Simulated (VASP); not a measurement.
Cd, 2 atoms in the cell. Symmetry: P6_3/mmc, No. 194, hexagonal system. Conventional cell: a = 2.979 Å, b = 2.979 Å, c = 5.618 Å, α = 90.00°, β = 90.00°, γ = 120.00°. Cd (site symmetry -6m2) has 12 Cd at 2.98 to 3.29 Å within 3.9 Å. 

| Property | Result |
| --- | --- |
| Program | VASP 6.6.1 |
| Task | electric field gradients |
| Functional | r2SCAN |
| Potentials or basis | VASP PAW PBE potentials, release 64 (Cd) |
| Cutoff | 520 eV |
| k mesh | 13 × 13 × 6 |
| Occupations | fermi-dirac, width 0.05 eV |
| Spin | no spin polarisation |
| Dipole correction | no |
| Further INCAR settings | ALGO = Normal; EDIFF = 1e-08; NBANDS = 19 |

Potentials or basis: VASP PAW PBE potentials, release 64 (Cd).

The run is started by

```bash
$ cat potpaw_PBE.64/Cd/POTCAR > POTCAR
$ cp INCAR.step1 INCAR
$ mpirun -np 1 vasp_std > vasp.out
$ cp INCAR.step2 INCAR
$ mpirun -np 1 vasp_std > vasp.out
```

Hardware: 1 thread of Intel(R) Xeon(R) Platinum 8488C (Sapphire Rapids), on a shared host.

Question: Estimate the wall time of this run.

Answer: It took 4.8 min on 1 thread of Intel(R) Xeon(R) Platinum 8488C (Sapphire Rapids), on a shared host, peak memory 0.2 GiB. Counts: k points 84.
